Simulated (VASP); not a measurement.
A run of VASP 6.6.1 is set up as follows.

The input INCAR:

```
SYSTEM = CuAu
PREC = Accurate
ENCUT = 520
EDIFF = 1E-6
ISMEAR = -1
SIGMA = 0.05
LREAL = .FALSE.
LASPH = .TRUE.
NELM = 60
ALGO = Fast
ISIF = 2
LWAVE = .FALSE.
LCHARG = .TRUE.
GGA = PS
LELF = .TRUE.
LVHAR = .TRUE.
NBANDS = 18
```

The input KPOINTS:

```
Automatic mesh
0
G
  11 11 11
  0 0 0
```

POSCAR

```
CuAu
1.0
    1.4430568479      0.8331492596      4.2561707609
   -1.4430568479      0.8331492596      4.2561707609
    0.0000000000     -1.6662985192      4.2561707609
Au Cu
1 1
Direct
    0.0000000000      0.0000000000      0.0000000000
    0.5000000000      0.5000000000      0.5000000000
```

Potentials or basis: VASP PAW PBE potentials, release 64 (Au, Cu).

Run with:

```console
$ cat potpaw_PBE.64/Au/POTCAR potpaw_PBE.64/Cu/POTCAR > POTCAR
$ mpirun -np 1 vasp_std > vasp.out
```

(1) Predict the band gap on the k mesh.

(2) Predict the pressure.

Answers

(1) zero (band 11 reaches 9.88 eV, above the bottom of band 12 at 5.73 eV).

(2) -7.9 GPa.

Caveat: the PAW data sets were made with another functional, which shifts forces and pressure a little; spin-orbit coupling is left out, which moves the levels of the heavy elements.
